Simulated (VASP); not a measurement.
# SrO (ha.eA) (Fm-3m) in VASP: notebook

Runs on SrO (ha.eA). Level: PBE. Tasks: single point.

Program: VASP 6.6.1. These are calculated values, not measurements. Logs are shortened: lines on timing, memory, paths and dates and some standing lists are left out, and cuts for length are marked.

### Step 1. The cell of the first run

Symmetry: Fm-3m, No. 225, cubic system. Conventional cell: a = 5.195 Å, b = 5.195 Å, c = 5.195 Å, α = 90.00°, β = 90.00°, γ = 90.00°. Sr (site symmetry m-3m) has 6 O at 2.60 Å within 3.4 Å. Within 3.4 Å of O (site symmetry m-3m) lie 6 Sr at 2.60 Å.

### Step 2. Single point, PBE

File INCAR:

```
SYSTEM = SrO
PREC = Accurate
ENCUT = 600
EDIFF = 1E-6
ISMEAR = 0
SIGMA = 0.1
LREAL = .False.
LASPH = .True.
NELM = 120
ALGO = Normal
ISIF = 2
LWAVE = .False.
LCHARG = .True.
GGA = PE
LELF = .True.
LVHAR = .True.
NBANDS = 24
GGA_COMPAT = .False.
```

File KPOINTS:

```
regular mesh
0
Gamma
  6 6 4
  0 0 0
```

File POSCAR:

```
SrO
1.0
    3.6734772375      0.0000000000      0.0000000000
    0.0000000000      3.6734772375      0.0000000000
    0.0000000000      0.0000000000      5.1950813124
Sr O
2 2
Direct
    0.0000000000      0.0000000000      0.0000000000
    0.5000000000      0.5000000000      0.5000000000
    0.5000000000      0.5000000000      0.0000000000
    0.0000000000      1.0000000000      0.5000000000
```

Potentials or basis: VASP PAW PBE potentials, release 64 (Sr_sv, O).

Command:

```sh
$ cat potpaw_PBE.64/Sr_sv/POTCAR potpaw_PBE.64/O/POTCAR > POTCAR
$ mpirun -np 1 vasp_std > vasp.out
```

OUTCAR:

```text
SYSTEM = SrO
   PREC = Accurate
   ENCUT = 600
   EDIFF = 1E-6
   ISMEAR = 0
   LREAL = .False.
   LASPH = .True.
   NELM = 120
   ISIF = 2
   GGA = PE

 ion  position               nearest neighbor table
   1  0.000  0.000  0.000-   4 2.60   4 2.60   3 2.60   3 2.60   3 2.60   3 2.60   2 3.67   2 3.67
                             2 3.67   2 3.67   2 3.67   2 3.67   2 3.67   2 3.67
   2  0.500  0.500  0.500-   3 2.60   3 2.60   4 2.60   4 2.60   4 2.60   4 2.60   1 3.67   1 3.67
                             1 3.67   1 3.67   1 3.67   1 3.67   1 3.67   1 3.67
   3  0.500  0.500  0.000-   2 2.60   2 2.60   1 2.60   1 2.60   1 2.60   1 2.60
   4  0.000  0.000  0.500-   1 2.60   1 2.60   2 2.60   2 2.60   2 2.60   2 2.60

  LATTYP: Found a simple tetragonal cell.
 ALAT       =     3.6734772375
 C/A-ratio  =     1.4142135575

  Lattice vectors:

 A1 = (   3.6734772375,   0.0000000000,   0.0000000000)
 A2 = (   0.0000000000,   3.6734772375,   0.0000000000)
 A3 = (   0.0000000000,   0.0000000000,   5.1950813124)

Analysis of symmetry for initial positions (statically):
=====================================================================
 Subroutine PRICEL returns following result:

  LATTYP: Found a face centered cubic cell.
 ALAT       =     5.1950813214

  Lattice vectors:

 A1 = (  -1.8367386188,  -1.8367386188,  -2.5975406562)
 A2 = (   1.8367386188,  -1.8367386188,  -2.5975406562)
 A3 = (   0.0000000000,  -3.6734772375,   0.0000000000)

   2 primitive cells build up your supercell.

 Routine SETGRP: Setting up the symmetry group for a
 simple tetragonal supercell.

 Subroutine GETGRP returns: Found 16 space group operations
 (whereof 16 operations were pure point group operations)
 out of a pool of 16 trial point group operations.

The static configuration has the point symmetry D_4h.

Analysis of symmetry for dynamics (positions and initial velocities):
=====================================================================
 Subroutine PRICEL returns following result:

  LATTYP: Found a face centered cubic cell.
 ALAT       =     5.1950813214

  Lattice vectors:

 A1 = (  -1.8367386188,  -1.8367386188,  -2.5975406562)
 A2 = (   1.8367386188,  -1.8367386188,  -2.5975406562)
 A3 = (   0.0000000000,  -3.6734772375,   0.0000000000)

   2 primitive cells build up your supercell.

 Routine SETGRP: Setting up the symmetry group for a
 simple tetragonal supercell.

 Subroutine GETGRP returns: Found 16 space group operations
 (whereof 16 operations were pure point group operations)
 out of a pool of 16 trial point group operations.

The dynamic configuration has the point symmetry D_4h.

 Subroutine INISYM returns: Found 16 space group operations
 (whereof 16 operations are pure point group operations),
 and found     2 'primitive' translations

----------------------------------------------------------------------------------------

                                     Primitive cell

  volume of cell :      35.0523

  direct lattice vectors                    reciprocal lattice vectors
    -1.836738619 -1.836738619 -2.597540656    -0.272221641  0.000000000 -0.192489769
     1.836738619 -1.836738619 -2.597540656     0.272221641  0.000000000 -0.192489769
     0.000000000 -3.673477238  0.000000000    -0.000000000 -0.272221641  0.192489769

  length of vectors
     3.673477231  3.673477231  3.673477238     0.333402058  0.333402058  0.333402058

  position of ions in fractional coordinates (direct lattice)
     0.000000000  0.000000000  0.000000000
     0.500000000  0.500000000  0.500000000

  ion indices of the primitive-cell ions
   primitive index   ion index
                 1           1
                 2           4

----------------------------------------------------------------------------------------

 KPOINTS: regular mesh

Automatic generation of k-mesh.
 Grid dimensions read from file:
 generate k-points for:    6    6    4

 Generating k-lattice:

  Cartesian coordinates                     Fractional coordinates (reciprocal lattice)
     0.045370273  0.000000000  0.000000000     0.166666667  0.000000000  0.000000000
     0.000000000  0.045370273  0.000000000     0.000000000  0.166666667  0.000000000
     0.000000000  0.000000000  0.048122442     0.000000000  0.000000000  0.250000000

  Length of vectors
     0.045370273  0.045370273  0.048122442

  Shift w.r.t. Gamma in fractional coordinates (k-lattice)
     0.000000000  0.000000000  0.000000000

 Subroutine IBZKPT returns following result:
 ===========================================

 Found     30 irreducible k-points:

 Following reciprocal coordinates:
            Coordinates               Weight
  0.000000  0.000000  0.000000      1.000000
  0.166667  0.000000  0.000000      4.000000
  0.333333  0.000000  0.000000      4.000000
  0.500000  0.000000  0.000000      2.000000
  0.166667  0.166667  0.000000      4.000000
  0.333333  0.166667  0.000000      8.000000
[... 16 lines left out ...]
  0.333333  0.000000  0.500000      4.000000
  0.500000  0.000000  0.500000      2.000000
 [... further k-points ...]
   k-points           NKPTS =     30   k-points in BZ     NKDIM =     30   number of bands    NBANDS=     24
   number of dos      NEDOS =    301   number of ions     NIONS =      4
   total plane-waves  NPLWV =  37800
   dimension x,y,z NGX =    30 NGY =   30 NGZ =   42
   dimension x,y,z NGXF=    60 NGYF=   60 NGZF=   84
   ions per type =               2   2
   NGX,Y,Z   is equivalent  to a cutoff of  13.58, 13.58, 13.44 a.u.
   NGXF,Y,Z  is equivalent  to a cutoff of  27.15, 27.15, 26.88 a.u.
 SYSTEM =  SrO
   PREC   = accura    normal or accurate (medium, high low for compatibility)
   ISTART =      0    job   : 0-new  1-cont  2-samecut
   ICHARG =      2    charge: 1-file 2-atom 10-const
   ISPIN  =      1    spin polarized calculation?
   LNONCOLLINEAR =      F non collinear calculations
   LSORBIT =      F    spin-orbit coupling
   LASPH  =      T    aspherical Exc in radial PAW
   ENCUT  =  600.0 eV  44.10 Ry    6.64 a.u.   7.34  7.34 10.38*2*pi/ulx,y,z
   NELM   =    120;   NELMIN=  2; NELMDL= -5     # of ELM steps
   EDIFF  = 0.1E-05   stopping-criterion for ELM
   LREAL  =      F    real-space projection
   EDIFFG = 0.1E-04   stopping-criterion for IOM
   NSW    =      0    number of steps for IOM
   IBRION =     -1    ionic relax: 0-MD 1-quasi-New 2-CG
   NFREE  =      0    steps in history (QN), initial steepest desc. (CG)
   ISIF   =      2    stress and relaxation
   ISYM   =      2    0-nonsym 1-usesym 2-fastsym
   POTIM  = 0.5000    time-step for ionic-motion
   TEBEG  =    0.0;   TEEND  =   0.0 temperature during run
   PSTRESS=    0.0 pullay stress
   NELECT =      32.0000    total number of electrons
   NUPDOWN=      -1.0000    fix difference up-down
   EMIN   =  10.00;   EMAX   =-10.00  energy-range for DOS
   EFERMI =   0.00;   METHOD = LEGACY
   ISMEAR =     0;   SIGMA  =   0.10  broadening in eV -4-tet -1-fermi 0-gaus
   EFERMI_NEDOS =   21; number of points for ismear=-14 and -15
   IALGO  =     38    algorithm
   IMIX   =      4    mixing-type and parameters
     AMIX     =   0.40;   BMIX     =  1.00
     AMIX_MAG =   1.60;   BMIX_MAG =  1.00
  volume/ion in A,a.u.               =      17.53       118.27
  Fermi-wavevector in a.u.,A,eV,Ry     =   1.260499  2.381998 21.617718  1.588857
  Thomas-Fermi vector in A             =   2.394005
   LORBIT       =      0    0 simple, 1 ext, 2 COOP (PROOUT), +10 PAW based schemes
   GGA     = PE    functional components
   LHFCALC =     F    Hartree Fock is set to
   AEXX    =    0.0000 exact exchange contribution
   IVDW    =     0    specifies the selected vdW correction
   LEPSILON=     F    determine dielectric tensor
   LRPA    =     F    only Hartree local field effects (RPA)
 non-spin polarized calculation
 Gauss-broadening in eV      SIGMA  =   0.10
  energy-cutoff  :      600.00
  volume of cell :       70.10
 maximum number of plane-waves:      2373
 NGX is ok and might be reduce to    30
   NGX = 15   NGY = 15   NGZ = 21

 number of electron      31.9999987 magnetization

 Free energy of the ion-electron system (eV)
  ---------------------------------------------------
  ext. energy  EPLUGINS =         0.00000000
  ---------------------------------------------------
  free energy    TOTEN  =       -24.11216987 eV

  energy without entropy =      -24.11216987  energy(sigma->0) =      -24.11216987

 E-fermi :   1.9954     XC(G=0):  -9.8813

 val. band max:        1.5197091988   @ k =   0.0000   0.0000   0.0000
 cond. band min:       4.8009095606   @ k =   0.5000   0.5000   0.0000
 fundamental gap:      3.2812003618
 Fermi energy:         1.9953849790

 k-point     1 :       0.0000    0.0000    0.0000
  band No.  band energies     occupation
      1     -30.9790      2.00000
      2     -30.8235      2.00000
      3     -13.5314      2.00000
      4     -13.5144      2.00000
      5     -13.4921      2.00000
      6     -12.9785      2.00000
[... 16 lines left out ...]
     23       9.7604      0.00000
     24       9.7605      0.00000

 k-point     2 :       0.1667    0.0000    0.0000
  band No.  band energies     occupation
      1     -30.9585      2.00000
      2     -30.8235      2.00000
      3     -13.9858      2.00000
      4     -13.9414      2.00000
      5     -13.4470      2.00000
      6     -12.9359      2.00000
[... 16 lines left out ...]
     23      10.0636      0.00000
     24      10.0901      0.00000

 k-point     3 :       0.3333    0.0000    0.0000
  band No.  band energies     occupation
      1     -30.9096      2.00000
      2     -30.8312      2.00000
      3     -14.4875      2.00000
      4     -14.4500      2.00000
      5     -13.2680      2.00000
      6     -12.8327      2.00000
[... 16 lines left out ...]
     23      10.2446      0.00000
     24      10.8926      0.00000
[... 514 lines left out ...]
 k-point    23 :       0.3333    0.0000    0.5000
  band No.  band energies     occupation
      1     -30.8691      2.00000
      2     -30.8691      2.00000
      3     -14.8509      2.00000
      4     -14.8509      2.00000
      5     -12.7465      2.00000
      6     -12.7465      2.00000
[... 16 lines left out ...]
     23      10.0839      0.00000
     24      10.0839      0.00000

 k-point    24 :       0.5000    0.0000    0.5000
  band No.  band energies     occupation
      1     -30.8586      2.00000
      2     -30.8586      2.00000
      3     -15.0089      2.00000
      4     -15.0089      2.00000
      5     -12.7234      2.00000
      6     -12.7234      2.00000
[... 16 lines left out ...]
     23      10.1897      0.00000
     24      10.1897      0.00000

 [... further k-points ...]
[... 5 lines left out ...]
  --------------------------------------------------------------------------------------
  -------------------------------------------------------------------------------------
  Total        0.1780772      0.1780772      0.1817370      0.0000000      0.0000000     -0.0000000
  in kB        4.0697893      4.0697893      4.1534299      0.0000000      0.0000000     -0.0000000
  external PRESSURE =       4.0976695 kB  Pullay stress =       0.0000000 kB

 VOLUME and BASIS-vectors are now :
 -----------------------------------------------------------------------------
  energy-cutoff  :      600.00
  volume of cell :       70.10
      direct lattice vectors                 reciprocal lattice vectors
     3.673477238  0.000000000  0.000000000     0.272221641  0.000000000  0.000000000
     0.000000000  3.673477238  0.000000000     0.000000000  0.272221641  0.000000000
     0.000000000  0.000000000  5.195081312     0.000000000  0.000000000  0.192489769

 POSITION                                       TOTAL-FORCE (eV/Angst)
 -----------------------------------------------------------------------------------
      0.00000      0.00000      0.00000        -0.000000     -0.000000     -0.000000
      1.83674      1.83674      2.59754         0.000000      0.000000      0.000000
      1.83674      1.83674      0.00000         0.000000      0.000000     -0.000000
      0.00000      0.00000      2.59754        -0.000000     -0.000000     -0.000000
 -----------------------------------------------------------------------------------
    total drift:                                0.000000      0.000000     -0.000000

  FREE ENERGIE OF THE ION-ELECTRON SYSTEM (eV)
  ---------------------------------------------------
  free  energy   TOTEN  =       -24.1121698744 eV

  energy  without entropy=      -24.1121698744  energy(sigma->0) =      -24.11216987
```

Wall time 60 s (1 thread of Intel Xeon 8259CL, shared host); peak memory 0.22 GiB.

What came out:

```yaml
Free_energy: -24.1122 eV
Pressure: 0.4 GPa
Band_gap_on_the_k_mesh: 3.28 eV
```

Levels at points of the mesh, in eV from the valence-band top:
| k point | band 12 | band 13 | band 14 | band 15 | band 16 | band 17 | band 18 | band 19 | band 20 | band 21 |
| --- | --- | --- | --- | --- | --- | --- | --- | --- | --- | --- |
| (0.00, 0.00, 0.00) | -0.11 | -0.11 | 0.00 | 0.00 | 0.00 | 3.28 | 3.77 | 6.14 | 6.14 | 6.14 |
| (0.50, 0.00, 0.00) | -1.64 | -0.98 | -0.98 | -0.44 | -0.44 | 6.08 | 6.08 | 6.74 | 6.74 | 8.13 |
| (0.50, 0.50, 0.00) | -0.48 | -0.11 | -0.11 | -0.11 | -0.11 | 3.28 | 3.28 | 7.57 | 7.57 | 9.97 |
| (0.00, 0.00, 0.50) | -1.31 | -0.15 | -0.15 | -0.15 | -0.15 | 4.37 | 4.37 | 5.75 | 5.75 | 8.33 |
| (0.50, 0.00, 0.50) | -2.11 | -1.08 | -1.08 | -1.08 | -1.08 | 6.42 | 6.42 | 8.21 | 8.21 | 8.67 |
| (0.50, 0.50, 0.50) | -1.08 | -0.47 | -0.47 | -0.47 | -0.47 | 5.94 | 5.94 | 5.94 | 5.94 | 8.39 |

A k mesh can miss the band edges. Expect the measured gap to be larger: semilocal functionals such as PBE lack the derivative discontinuity.

### Step 3. Single point, PBE

File INCAR:

```
SYSTEM = SrO
ALGO = Normal ; EDIFF = 1E-6
ENCUT = 600 ; GGA = PE
GGA_COMPAT = .False. ; ISIF = 2
ISMEAR = 0 ; LASPH = .True.
LCHARG = .False. ; LREAL = .False.
LWAVE = .False. ; NBANDS = 24
NELM = 120 ; PREC = Accurate
SIGMA = 0.02
```

File KPOINTS:

```
k-points
0
Gamma
  6 6 6
  0 0 0
```

POSCAR is that of step 2.

Potentials or basis: VASP PAW PBE potentials, release 64 (Sr_sv, O).

Command:

```sh
$ cat potpaw_PBE.64/Sr_sv/POTCAR potpaw_PBE.64/O/POTCAR > POTCAR
$ mpirun -np 1 vasp_std > vasp.out
```

It took 84 s on 1 thread of Intel Xeon 8259CL, shared host; peak memory 0.23 GiB.

Results (log left out):

```
Free energy            : -24.1126 eV
Pressure               : 0.4 GPa
Band gap on the k mesh : 3.28 eV
```

Levels at points of the mesh, in eV from the valence-band top:
| k point | band 12 | band 13 | band 14 | band 15 | band 16 | band 17 | band 18 | band 19 | band 20 | band 21 |
| --- | --- | --- | --- | --- | --- | --- | --- | --- | --- | --- |
| (0.00, 0.00, 0.00) | -0.11 | -0.11 | 0.00 | 0.00 | 0.00 | 3.28 | 3.77 | 6.14 | 6.14 | 6.14 |
| (0.50, 0.00, 0.00) | -1.64 | -0.98 | -0.98 | -0.44 | -0.44 | 6.08 | 6.08 | 6.74 | 6.74 | 8.13 |
| (0.50, 0.50, 0.00) | -0.48 | -0.11 | -0.11 | -0.11 | -0.11 | 3.28 | 3.28 | 7.57 | 7.57 | 9.97 |
| (0.00, 0.00, 0.50) | -1.31 | -0.15 | -0.15 | -0.15 | -0.15 | 4.37 | 4.37 | 5.75 | 5.75 | 8.33 |
| (0.50, 0.00, 0.50) | -2.11 | -1.08 | -1.08 | -1.08 | -1.08 | 6.42 | 6.42 | 8.21 | 8.21 | 8.67 |
| (0.50, 0.50, 0.50) | -1.08 | -0.47 | -0.47 | -0.47 | -0.47 | 5.94 | 5.94 | 5.94 | 5.94 | 8.39 |

(Continued in part 2 of 2.)
